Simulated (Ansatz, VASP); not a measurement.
Be2C in VASP and in Ansatz

POSCAR

```
Be2C
1.0
    0.0000000000      2.2144977795      2.2144977795
    2.2144977795      0.0000000000      2.2144977795
    2.2144977795      2.2144977795      0.0000000000
C Be
1 2
Direct
    0.0000000000      0.0000000000      0.0000000000
    0.2500000000      0.2500000000      0.2500000000
    0.7500000000      0.7500000000      0.7500000000
```

Contents of INCAR.step1:

```
PREC = Accurate
ENCUT = 660
ISMEAR = 0
SIGMA = 0.01
LREAL = F
LASPH = T
NELM = 120
NBANDS = 11
GGA = PE
ALGO = Normal
EDIFF = 1E-5
LWAVE = T
LCHARG = F
GGA_COMPAT = F
```

INCAR.step2

```
PREC = Accurate
ENCUT = 660
EDIFF = 1E-6
ISMEAR = 0
SIGMA = 0.01
LREAL = F
LASPH = T
NELM = 120
ALGO = Normal
ISIF = 2
LWAVE = F
LCHARG = F
METAGGA = R2SCAN
LMIXTAU = T
NBANDS = 11
ISTART = 1
GGA_COMPAT = F
```

The input KPOINTS:

```
Automatic mesh
0
Gamma
  10 10 10
```

Input for Ansatz:

```yaml
crystal:
  lattice:
    - [0.0, 2.2144977795, 2.2144977795]
    - [2.2144977795, 0.0, 2.2144977795]
    - [2.2144977795, 2.2144977795, 0.0]
  atoms:
    - { symbol: C, position: [0.0, 0.0, 0.0] }
    - { symbol: Be, position: [0.25, 0.25, 0.25] }
    - { symbol: Be, position: [0.75, 0.75, 0.75] }
kpoints:
  mp_grid: { grid: [10, 10, 10] }
  band_path:
    path:
      - [0.0, 0.0, 0.0]
      - [0.5, 0.0, 0.5]
      - [0.625, 0.25, 0.625]
      - [0.375, 0.375, 0.75]
      - [0.5, 0.5, 0.5]
      - [0.5, 0.25, 0.75]
      - [0.0, 0.5, 0.5]
    npoints: 1
hamiltonian:
  xc: r2scan
scf:
  occupations: { method: fixed }
  n_extra_bands: 4
output:
  forces: true
  stress: true
  eigenvalues: true
  write_density: true
  write_potential: true
  elf: true
  volumetric_format: npy
```

Change from the starting cell: hydrostatic strain +2.5%.

Alike in both runs: task single point; functional r2SCAN; k mesh 10 × 10 × 10; no spin polarisation.

```csv
,VASP,Ansatz
version,VASP 6.6.1,Ansatz 0.2.0
potentials or method,"VASP PAW PBE potentials, release 64 (C, Be)","plane waves, PAW"
plane-wave cutoff (eV),660,500
occupations,"gaussian, width 0.01 eV",fixed
valence electrons in the cell,8,8
```

```csv
,VASP,Ansatz,Ansatz less VASP
gap on the k mesh at the Fermi level (eV),1.49,1.49,+0.002
pressure (GPa),-12.7,-13.5,-0.77
```

VASP's potentials were made for PBE, not for r2SCAN.
